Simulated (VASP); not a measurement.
# Si16B (a cell with a defect) in VASP: single point with PBEsol

Aim: the single point of Si16B (a cell with a defect) with PBEsol.

Everything below comes from runs of VASP 6.6.1. Logs are shortened: lines on timing, memory, paths and dates and some standing lists are left out, and cuts for length are marked.

### Step 1. The cell of the first run

The cell holds a defect, 17 atoms: a = 7.679 Å, b = 7.679 Å, c = 7.679 Å, α = 60.00°, β = 60.00°, γ = 60.00°.

### Step 2. Single point, PBEsol, collinear spin, zero start

The input, INCAR:

```
ALGO = Normal
EDIFF = 1E-6
ENCUT = 520
GGA = PS
ISIF = 2
ISMEAR = -1
ISPIN = 2
LASPH = True
LCHARG = False
LORBIT = 11
LREAL = Auto
LWAVE = False
MAGMOM = 0 0 0 0 0 0 0 0 0 0 0 0 0 0 0 0 0
NBANDS = 52
NELM = 150
PREC = Accurate
SIGMA = 0.05
```

The input, KPOINTS:

```
k-points
0
Gamma
  2 2 2
```

The input, POSCAR:

```
Si16B
1.0
    0.0000000000      5.4300000000      5.4300000000
    5.4300000000      0.0000000000      5.4300000000
    5.4300000000      5.4300000000      0.0000000000
Si B
16 1
Direct
   -0.0012656538      0.0039295580     -0.0020197974
    0.1259109576      0.1218601289      0.1249326888
   -0.0017346225      0.0041563536      0.4980292818
    0.1260173112      0.1216263352      0.6258836096
    0.0004057090      0.4928729282     -0.0000458564
    0.1230792818      0.6301483425      0.1230151934
    0.0006214549      0.4925494475      0.5059746777
    0.1186139042      0.6332019337      0.6236770718
    0.4990237569      0.0041081031     -0.0026349908
    0.6266749540      0.1219565378      0.1249694291
    0.4991043278      0.0042413444      0.4980704420
    0.6262181400      0.1219542357      0.6253078269
    0.5061518416      0.4929479742      0.0000949355
    0.6243100368      0.6331234807      0.1179067219
    0.5017058011      0.4957503683      0.5008588398
    0.6242726519      0.6332557090      0.6238360037
    0.8126570902      0.5633488029      0.8111093923
```

Potentials or basis: VASP PAW PBE potentials, release 64 (Si, B).

Launch:

```sh
cat potpaw_PBE.64/Si/POTCAR potpaw_PBE.64/B/POTCAR > POTCAR
mpirun -np 1 vasp_std > vasp.out
```

OUTCAR:

```text
EDIFF = 1E-6
   ENCUT = 520
   GGA = PS
   ISIF = 2
   ISMEAR = -1
   ISPIN = 2
   LASPH = True
   LORBIT = 11
   LREAL = Auto
   NELM = 150
   PREC = Accurate

 ion  position               nearest neighbor table
   1  0.999  0.004  0.998-  10 2.33   2 2.33   4 2.33   6 2.34
   2  0.126  0.122  0.125-   5 2.33   1 2.33   3 2.34   9 2.34
   3  0.998  0.004  0.498-   8 2.33  12 2.33   4 2.34   2 2.34
   4  0.126  0.122  0.626-   7 2.33   1 2.33   3 2.34  11 2.34
   5  0.000  0.493  1.000-  17 2.24   2 2.33  14 2.36   8 2.36   6 2.40
   6  0.123  0.630  0.123-   1 2.34   7 2.40   5 2.40  13 2.40
   7  0.001  0.493  0.506-  17 2.23   4 2.33   8 2.36  16 2.36   6 2.40
   8  0.119  0.633  0.624-  17 2.23   3 2.33   5 2.36   7 2.36  15 2.40
   9  0.499  0.004  0.997-  14 2.33  12 2.33  10 2.34   2 2.34
  10  0.627  0.122  0.125-  13 2.33   1 2.33  11 2.34   9 2.34
  11  0.499  0.004  0.498-  16 2.33  12 2.33   4 2.34  10 2.34
  12  0.626  0.122  0.625-   3 2.33   9 2.33  11 2.33  15 2.34
  13  0.506  0.493  0.000-  17 2.24  10 2.33  14 2.36  16 2.36   6 2.40
  14  0.624  0.633  0.118-  17 2.24   9 2.33   5 2.36  13 2.36  15 2.40
  15  0.502  0.496  0.501-  12 2.34  14 2.40  16 2.40   8 2.40
  16  0.624  0.633  0.624-  17 2.23  11 2.33  13 2.36   7 2.36  15 2.40
  17  0.813  0.563  0.811-   7 2.23  16 2.23   8 2.23   5 2.24  14 2.24  13 2.24

  LATTYP: Found a face centered cubic cell.
 ALAT       =    10.8600000000

  Lattice vectors:

 A1 = (   0.0000000000,   5.4300000000,   5.4300000000)
 A2 = (   5.4300000000,   0.0000000000,   5.4300000000)
 A3 = (   5.4300000000,   5.4300000000,   0.0000000000)

Analysis of symmetry for initial positions (statically):
=====================================================================
 Subroutine PRICEL returns:
 Original cell was already a primitive cell.

 Routine SETGRP: Setting up the symmetry group for a
 face centered cubic supercell.

 Subroutine GETGRP returns: Found  1 space group operations
 (whereof  1 operations were pure point group operations)
 out of a pool of 48 trial point group operations.

The static configuration has the point symmetry C_1 .

Analysis of symmetry for dynamics (positions and initial velocities):
=====================================================================
 Subroutine PRICEL returns:
 Original cell was already a primitive cell.

 Routine SETGRP: Setting up the symmetry group for a
 face centered cubic supercell.

 Subroutine GETGRP returns: Found  1 space group operations
[... 174 lines left out ...]
  ext. energy  EPLUGINS =         0.00000000
  ---------------------------------------------------
  free energy    TOTEN  =       -94.43609862 eV

  energy without entropy =      -94.38147234  energy(sigma->0) =      -94.40878548

 E-fermi :   6.2355     XC(G=0):  -9.7061

 val. band max:        6.2279822405   @ k =   0.0000   0.5000   0.5000
 cond. band min:       6.2441375471   @ k =   0.5000   0.0000   0.0000
 fundamental gap:      0.0161553065
 Fermi energy:         6.2355327028

 spin component 1

 k-point     1 :       0.0000    0.0000    0.0000
  band No.  band energies     occupation
      1      -6.4728      1.00000
      2      -4.3209      1.00000
      3      -4.0506      1.00000
      4      -4.0496      1.00000
      5      -3.6058      1.00000
      6      -2.5803      1.00000
[... 373 lines left out ...]
     44       9.8489      0.00000
     45      10.1415      0.00000
 Fermi energy:         6.2355327028

 spin component 2

 k-point     1 :       0.0000    0.0000    0.0000
  band No.  band energies     occupation
      1      -6.4728      1.00000
      2      -4.3209      1.00000
      3      -4.0506      1.00000
      4      -4.0496      1.00000
      5      -3.6058      1.00000
      6      -2.5803      1.00000
[... 373 lines left out ...]
     44       9.8489      0.00000
     45      10.1415      0.00000
 [bands above 45 left out]

------------------------ aborting loop because EDIFF is reached ----------------------------------------

  FORCE on cell =-STRESS in cart. coord.  units (eV):
  Direction    XX          YY          ZZ          XY          YZ          ZX
  --------------------------------------------------------------------------------------
  -------------------------------------------------------------------------------------
  Total        1.6195401      1.6135502      1.6020625     -1.8158535     -1.8247424      1.8195389
  in kB        8.1035033      8.0735322      8.0160523     -9.0857733     -9.1302499      9.1042139
  external PRESSURE =       8.0643626 kB  Pullay stress =       0.0000000 kB

 VOLUME and BASIS-vectors are now :
 -----------------------------------------------------------------------------
  energy-cutoff  :      520.00
  volume of cell :      320.21
      direct lattice vectors                 reciprocal lattice vectors
     0.000000000  5.430000000  5.430000000    -0.092081031  0.092081031  0.092081031
     5.430000000  0.000000000  5.430000000     0.092081031 -0.092081031  0.092081031
     5.430000000  5.430000000  0.000000000     0.092081031  0.092081031 -0.092081031

 POSITION                                       TOTAL-FORCE (eV/Angst)
 -----------------------------------------------------------------------------------
      5.44037     10.84216      5.44446        -0.003306      0.003821     -0.002331
      1.34009      1.36208      1.34540         0.006029      0.011065      0.006165
      2.72687      8.12488      5.44315        -0.004796      0.005139      0.012112
      4.05898      4.08282      1.34470        -0.010917     -0.001956      0.003900
      8.10605      5.43195      2.67850        -0.003301     -0.015194      0.001092
      4.08968      1.33629      4.09003        -0.004181      0.002249      0.002544
[... 9 lines left out ...]
      6.82601      6.77723      6.82838        -0.000246      0.012815      0.000521
      7.46331      8.81705      7.47171         0.003078      0.003505     -0.005636
 -----------------------------------------------------------------------------------
    total drift:                               -0.000110      0.000364      0.001039

  FREE ENERGIE OF THE ION-ELECTRON SYSTEM (eV)
  ---------------------------------------------------
  free  energy   TOTEN  =       -94.4360986232 eV

  energy  without entropy=      -94.3814723404  energy(sigma->0) =      -94.40878548

 total charge

# of ion       s       p       d       tot
------------------------------------------
    1        0.744   0.960   0.000   1.704
    2        0.743   0.959   0.000   1.703
    3        0.743   0.959   0.000   1.703
    4        0.743   0.959   0.000   1.703
    5        0.744   0.926   0.000   1.670
    6        0.763   0.904   0.000   1.667
[... 9 lines left out ...]
   16        0.744   0.926   0.000   1.669
   17        0.715   0.956   0.000   1.672
--------------------------------------------------
tot         12.651  15.996   0.000  28.647

 magnetization (x)

# of ion       s       p       d       tot
------------------------------------------
    1       -0.000  -0.000   0.000  -0.000
    2       -0.000  -0.000   0.000  -0.000
    3       -0.000  -0.000   0.000  -0.000
    4        0.000   0.000   0.000   0.000
    5        0.000   0.000   0.000   0.000
    6        0.000   0.000   0.000   0.000
[... 9 lines left out ...]
   16        0.000   0.000   0.000   0.000
   17        0.000   0.000   0.000   0.000
--------------------------------------------------
tot          0.000   0.000   0.000   0.000
```

Wall time 4.8 min (1 thread of Intel Xeon 6975P-C (Granite Rapids), shared host); peak memory 0.7 GiB.

What came out:

| Property | Result |
| --- | --- |
| Free energy | -94.4361 eV |
| Pressure | 0.8 GPa |
| Largest force | 0.019 eV/Å |
| Net moment | 0.00 μB per cell |
| Valence electrons inside the program's atomic spheres | Si 1.70, 1.67 (each value once); B 1.67 |

Forces in eV/Å, atoms in the order of the input:
```
Si  -0.003  0.004 -0.002
Si   0.006  0.011  0.006
Si  -0.005  0.005  0.012
Si  -0.011 -0.002  0.004
Si  -0.003 -0.015  0.001
Si  -0.004  0.002  0.003
Si   0.016 -0.002  0.001
Si  -0.001  0.000 -0.015
Si   0.012  0.005 -0.005
Si   0.006 -0.005 -0.011
Si  -0.005 -0.011 -0.006
Si   0.003 -0.004  0.003
Si   0.000 -0.002  0.019
Si  -0.018 -0.002 -0.002
Si   0.004 -0.001 -0.002
Si   0.000  0.013  0.001
B    0.003  0.004 -0.006
```

Caveat: the k points lie up to 0.50 Å⁻¹ apart; the PAW data sets were made with another functional, which shifts forces and pressure a little.
